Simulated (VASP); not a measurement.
# Mo (P6_3/mmc) in VASP: a series of runs, part 2 of 2

VASP 6.6.1. The steps go on from the part before.

### 3 Single point, BLYP (16.11 Å³/atom)

This run uses another cell than the first one, of 16.11 Å³/atom.

File INCAR:

```
SYSTEM = Mo
  AGGAC = 1.0
  AGGAX = 1.0
  ALDAC = 0.0
  ALDAX = 1.0
  ALGO = Normal
  EDIFF = 1E-7
  ENCUT = 520
  GGA = B5
  ISIF = 2
  ISMEAR = -1
  LASPH = .TRUE.
  LCHARG = .FALSE.
  LREAL = .FALSE.
  LWAVE = .FALSE.
  NBANDS = 21
  NELM = 60
  PREC = Accurate
  SIGMA = 0.1
```

File KPOINTS:

```
k-points
0
G
  15 15 7
  0 0 0
```

File POSCAR:

```
Mo
1.0
    2.7530917938      0.0000000000      0.0000000000
   -1.3765458969      2.3842474323      0.0000000000
    0.0000000000      0.0000000000      4.9072655659
Mo
2
Direct
    0.3333333333      0.6666666667      0.2500000000
    0.6666666667      0.3333333333      0.7500000000
```

Potentials or basis: VASP PAW PBE potentials, release 64 (Mo_sv).

Launch:

```sh
cat potpaw_PBE.64/Mo_sv/POTCAR > POTCAR
mpirun -np 1 vasp_std > vasp.out
```

OUTCAR:

```text
SYSTEM = Mo
   EDIFF = 1E-7
   ENCUT = 520
   GGA = B5
   ISIF = 2
   ISMEAR = -1
   LASPH = .TRUE.
   LREAL = .FALSE.
   NELM = 60
   PREC = Accurate

 ion  position               nearest neighbor table
   1  0.333  0.667  0.250-   2 2.92   2 2.92   2 2.92   2 2.92   2 2.92   2 2.92
   2  0.667  0.333  0.750-   1 2.92   1 2.92   1 2.92   1 2.92   1 2.92   1 2.92

  LATTYP: Found a hexagonal cell.
 ALAT       =     2.7530917938
 C/A-ratio  =     1.7824562105

  Lattice vectors:

 A1 = (   2.7530917938,   0.0000000000,   0.0000000000)
 A2 = (  -1.3765458969,   2.3842474323,   0.0000000000)
 A3 = (   0.0000000000,   0.0000000000,   4.9072655659)

Analysis of symmetry for initial positions (statically):
=====================================================================
 Subroutine PRICEL returns:
 Original cell was already a primitive cell.

 Routine SETGRP: Setting up the symmetry group for a
 hexagonal supercell.

 Subroutine GETGRP returns: Found 24 space group operations
 (whereof 12 operations were pure point group operations)
 out of a pool of 24 trial point group operations.

The static configuration has the point symmetry D_3d.
 The point group associated with its full space group is D_6h.

Analysis of symmetry for dynamics (positions and initial velocities):
=====================================================================
 Subroutine PRICEL returns:
 Original cell was already a primitive cell.

 Routine SETGRP: Setting up the symmetry group for a
 hexagonal supercell.

 Subroutine GETGRP returns: Found 24 space group operations
 (whereof 12 operations were pure point group operations)
 out of a pool of 24 trial point group operations.

The dynamic configuration has the point symmetry D_3d.
 The point group associated with its full space group is D_6h.

 Subroutine INISYM returns: Found 24 space group operations
 (whereof 12 operations are pure point group operations),
 and found     1 'primitive' translations

----------------------------------------------------------------------------------------

                                     Primitive cell

  volume of cell :      32.2115

  direct lattice vectors                    reciprocal lattice vectors
     2.753091794  0.000000000  0.000000000     0.363227991  0.209709778  0.000000000
    -1.376545897  2.384247432  0.000000000     0.000000000  0.419419556  0.000000000
     0.000000000  0.000000000  4.907265566     0.000000000  0.000000000  0.203779475

  length of vectors
     2.753091794  2.753091794  4.907265566     0.419419556  0.419419556  0.203779475

  position of ions in fractional coordinates (direct lattice)
     0.333333333  0.666666667  0.250000000
     0.666666667  0.333333333  0.750000000

  ion indices of the primitive-cell ions
   primitive index   ion index
                 1           1
                 2           2

----------------------------------------------------------------------------------------

 KPOINTS: k-points

Automatic generation of k-mesh.
 Grid dimensions read from file:
 generate k-points for:   15   15    7

 Generating k-lattice:

  Cartesian coordinates                     Fractional coordinates (reciprocal lattice)
     0.024215199  0.013980652  0.000000000     0.066666667  0.000000000  0.000000000
     0.000000000  0.027961304  0.000000000     0.000000000  0.066666667  0.000000000
     0.000000000  0.000000000  0.029111354     0.000000000  0.000000000  0.142857143

  Length of vectors
     0.027961304  0.027961304  0.029111354

  Shift w.r.t. Gamma in fractional coordinates (k-lattice)
     0.000000000  0.000000000  0.000000000

 Subroutine IBZKPT returns following result:
 ===========================================

 Found    108 irreducible k-points:

 Following reciprocal coordinates:
            Coordinates               Weight
  0.000000  0.000000  0.000000      1.000000
  0.066667  0.000000  0.000000      6.000000
  0.133333 -0.000000  0.000000      6.000000
  0.200000  0.000000  0.000000      6.000000
  0.266667 -0.000000  0.000000      6.000000
  0.333333  0.000000  0.000000      6.000000
[... 16 lines left out ...]
  0.333333  0.200000  0.000000     12.000000
  0.400000  0.200000  0.000000      6.000000
 [... further k-points ...]
   k-points           NKPTS =    108   k-points in BZ     NKDIM =    108   number of bands    NBANDS=     21
   number of dos      NEDOS =    301   number of ions     NIONS =      2
   total plane-waves  NPLWV =  14400
   dimension x,y,z NGX =    20 NGY =   20 NGZ =   36
   dimension x,y,z NGXF=    40 NGYF=   40 NGZF=   72
   ions per type =               2
   NGX,Y,Z   is equivalent  to a cutoff of  12.08, 12.08, 12.20 a.u.
   NGXF,Y,Z  is equivalent  to a cutoff of  24.15, 24.15, 24.39 a.u.
 SYSTEM =  Mo
   PREC   = accura    normal or accurate (medium, high low for compatibility)
   ISTART =      0    job   : 0-new  1-cont  2-samecut
   ICHARG =      2    charge: 1-file 2-atom 10-const
   ISPIN  =      1    spin polarized calculation?
   LNONCOLLINEAR =      F non collinear calculations
   LSORBIT =      F    spin-orbit coupling
   LASPH  =      T    aspherical Exc in radial PAW
   ENCUT  =  520.0 eV  38.22 Ry    6.18 a.u.   5.12  5.12  9.12*2*pi/ulx,y,z
   NELM   =     60;   NELMIN=  2; NELMDL= -5     # of ELM steps
   EDIFF  = 0.1E-06   stopping-criterion for ELM
   LREAL  =      F    real-space projection
   EDIFFG = 0.1E-05   stopping-criterion for IOM
   NSW    =      0    number of steps for IOM
   IBRION =     -1    ionic relax: 0-MD 1-quasi-New 2-CG
   NFREE  =      0    steps in history (QN), initial steepest desc. (CG)
   ISIF   =      2    stress and relaxation
   ISYM   =      2    0-nonsym 1-usesym 2-fastsym
   POTIM  = 0.5000    time-step for ionic-motion
   TEBEG  =    0.0;   TEEND  =   0.0 temperature during run
   PSTRESS=    0.0 pullay stress
   NELECT =      28.0000    total number of electrons
   NUPDOWN=      -1.0000    fix difference up-down
   EMIN   =  10.00;   EMAX   =-10.00  energy-range for DOS
   EFERMI =   0.00;   METHOD = LEGACY
   ISMEAR =    -1;   SIGMA  =   0.10  broadening in eV -4-tet -1-fermi 0-gaus
   EFERMI_NEDOS =   21; number of points for ismear=-14 and -15
   IALGO  =     38    algorithm
   IMIX   =      4    mixing-type and parameters
     AMIX     =   0.40;   BMIX     =  1.00
     AMIX_MAG =   1.60;   BMIX_MAG =  1.00
  volume/ion in A,a.u.               =      16.11       108.69
  Fermi-wavevector in a.u.,A,eV,Ry     =   1.562393  2.952495 33.212804  2.441072
  Thomas-Fermi vector in A             =   2.665318
   LORBIT       =      0    0 simple, 1 ext, 2 COOP (PROOUT), +10 PAW based schemes
   GGA     = B5    functional components
   LHFCALC =     F    Hartree Fock is set to
   AEXX    =    0.0000 exact exchange contribution
   IVDW    =     0    specifies the selected vdW correction
   LEPSILON=     F    determine dielectric tensor
   LRPA    =     F    only Hartree local field effects (RPA)
 non-spin polarized calculation
  energy-cutoff  :      520.00
  volume of cell :       32.21
 maximum number of plane-waves:       877
   NGX = 11   NGY = 11   NGZ = 19

 number of electron      27.9999994 magnetization

 Free energy of the ion-electron system (eV)
  ---------------------------------------------------
  ext. energy  EPLUGINS =         0.00000000
  ---------------------------------------------------
  free energy    TOTEN  =       -18.20624430 eV

  energy without entropy =      -18.12069881  energy(sigma->0) =      -18.16347155

 E-fermi :  12.3826     XC(G=0): -12.5572

 val. band max:       12.3671854438   @ k =   0.4667   0.0667   0.1429
 cond. band min:      12.3930322019   @ k =   0.4000   0.0000   0.2857
 fundamental gap:      0.0258467581
 Fermi energy:        12.3825968904

 k-point     1 :       0.0000    0.0000    0.0000
  band No.  band energies     occupation
      1     -48.3021      2.00000
      2     -48.1466      2.00000
      3     -22.9943      2.00000
      4     -21.9560      2.00000
      5     -21.7705      2.00000
      6     -21.7705      2.00000
[... 13 lines left out ...]
     20      15.6630      0.00000
     21      21.9197      0.00000

 k-point     2 :       0.0667    0.0000    0.0000
  band No.  band energies     occupation
      1     -48.2918      2.00000
      2     -48.1393      2.00000
      3     -22.9763      2.00000
      4     -21.9579      2.00000
      5     -21.8282      2.00000
      6     -21.7863      2.00000
[... 520 lines left out ...]
 k-point    24 :       0.4000    0.2000    0.0000
  band No.  band energies     occupation
      1     -48.0164      2.00000
      2     -47.9850      2.00000
      3     -22.9114      2.00000
      4     -22.7728      2.00000
      5     -22.3811      2.00000
      6     -22.3729      2.00000
[... 13 lines left out ...]
     20      21.0870      0.00000
     21      22.9510      0.00000

 [... further k-points ...]
[... 5 lines left out ...]
  --------------------------------------------------------------------------------------
  -------------------------------------------------------------------------------------
  Total        2.2159944      2.2159944      1.8556421      0.0000000      0.0000000     -0.0000000
  in kB      110.2218417    110.2218417     92.2981969      0.0000000      0.0000000     -0.0000000
  external PRESSURE =     104.2472934 kB  Pullay stress =       0.0000000 kB

 VOLUME and BASIS-vectors are now :
 -----------------------------------------------------------------------------
  energy-cutoff  :      520.00
  volume of cell :       32.21
      direct lattice vectors                 reciprocal lattice vectors
     2.753091794  0.000000000  0.000000000     0.363227991  0.209709778  0.000000000
    -1.376545897  2.384247432  0.000000000     0.000000000  0.419419556  0.000000000
     0.000000000  0.000000000  4.907265566     0.000000000  0.000000000  0.203779475

 POSITION                                       TOTAL-FORCE (eV/Angst)
 -----------------------------------------------------------------------------------
     -0.00000      1.58950      1.22682        -0.000000      0.000000      0.000000
      1.37655      0.79475      3.68045         0.000000     -0.000000      0.000000
 -----------------------------------------------------------------------------------
    total drift:                               -0.000000      0.000000     -0.000000

  FREE ENERGIE OF THE ION-ELECTRON SYSTEM (eV)
  ---------------------------------------------------
  free  energy   TOTEN  =       -18.2062443017 eV

  energy  without entropy=      -18.1206988052  energy(sigma->0) =      -18.16347155
```

stdout:

```text
POSCAR found type information on POSCAR Mo
 POSCAR found :  1 types and       2 ions
 scaLAPACK will be used
 -----------------------------------------------------------------------------
|                                                                             |
|                                                                             |
|     You enforced a specific xc type in the INCAR file but a different       |
|     I HOPE YOU KNOW WHAT YOU ARE DOING!                                     |
|                                                                             |
 -----------------------------------------------------------------------------

 LDA part: xc-table for (Slater(with rela. corr.)+VWN5), standard interpolation
 POSCAR, INCAR and KPOINTS ok, starting setup
 FFT: planning ... GRIDC
 FFT: planning ... GRID_SOFT
 FFT: planning ... GRID
 WAVECAR not read
 entering main loop
```

Wall time 31 s (1 thread of AMD EPYC 9R45 (Zen 5), shared host); peak memory 0.15 GiB.

Results:

```
Free energy            : -18.2062 eV
Pressure               : 10.4 GPa
Band gap on the k mesh : zero (bands 14 and 15 overlap by 1.77 eV)
```

Stress tensor (GPa, compression positive):
```
11.02  0.00  0.00
 0.00 11.02  0.00
 0.00  0.00  9.23
```

Levels at points of the mesh, in eV from the Fermi level:
| k point | band 10 | band 11 | band 12 | band 13 | band 14 | band 15 | band 16 | band 17 | band 18 | band 19 |
| --- | --- | --- | --- | --- | --- | --- | --- | --- | --- | --- |
| (0.00, 0.00, 0.00) | -4.67 | -1.80 | -0.69 | -0.69 | -0.21 | -0.21 | 0.83 | 1.40 | 1.40 | 3.28 |

Caveat: the cell stands under pressure; the PAW data sets were made with another functional, which shifts forces and pressure a little.
